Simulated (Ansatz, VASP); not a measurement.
Ge in VASP and in Ansatz

```xyz
2
Lattice="0.0000 2.8379 2.8379 2.8379 0.0000 2.8379 2.8379 2.8379 0.0000" Properties=species:S:1:pos:R:3 pbc="T T T"
Ge    0.0000    0.0000    0.0000
Ge    1.4189    1.4189    1.4189
```

Alike in both runs: functional PBEsol; k mesh 12 × 12 × 12; occupations gaussian, width 0.1 eV; no spin polarisation.

Ansatz relaxed the structure, and its values are those at the end. VASP's run is a single point on that final structure, the one shown.

```csv
,VASP,Ansatz
version,VASP 6.6.1,Ansatz 0.2.0
potentials or method,"VASP PAW PBE potentials, release 64 (Ge_d), cutoff 520 eV","scalar-relativistic, plane waves, PAW"
valence electrons in the cell,28,28
```

```csv
,VASP,Ansatz,Ansatz less VASP
gap on the k mesh at the Fermi level (eV),none,none,-
pressure (GPa),-0.4,0.0,+0.41
```

VASP's potentials were made for PBE, not for PBEsol. A gap of «none» marks a metal or a gap that the smearing closes. With one functional, cell and mesh, what is left measures potentials, basis and numerics.
